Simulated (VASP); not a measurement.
A run of VASP 6.6.1:

File INCAR:

```
SYSTEM = CuO
PREC = Accurate
ENCUT = 820
EDIFF = 1E-6
ISMEAR = -1
SIGMA = 0.05
LREAL = .False.
LASPH = .True.
NELM = 120
ALGO = Normal
ISIF = 2
LWAVE = .False.
LCHARG = .False.
GGA = RP
IVDW = 12
NBANDS = 33
GGA_COMPAT = .False.
```

The input KPOINTS:

```
Automatic mesh
0
Gamma
  10 10 5
  0 0 0
```

File POSCAR:

```
CuO
1.0
    2.3726673498     -1.7338196878      0.0000000000
    2.3726673498      1.7338196878      0.0000000000
   -0.8612132810      0.0000000000      5.1244279405
Cu O
2 2
Direct
    0.5000000000      0.0000000000      0.5000000000
    0.0000000000      0.5000000000      0.0000000000
    0.4184000000      0.5816000000      0.7500000000
    0.5816000000      0.4184000000      0.2500000000
```

Potentials or basis: VASP PAW PBE potentials, release 64 (Cu_sv_GW, O).

Run with:

```sh
$ cat potpaw_PBE.64/Cu_sv_GW/POTCAR potpaw_PBE.64/O/POTCAR > POTCAR
$ mpirun -np 1 vasp_std > vasp.out
```

Hardware: 1 thread of AMD EPYC 7R13 Processor (Zen 3) (shared host).

Q: How long does it take, and how much memory?

A: Wall time 7.1 min on 1 thread of AMD EPYC 7R13 Processor (Zen 3) (shared host), peak memory 0.45 GiB. Counts: scf iterations 15, k points 141.
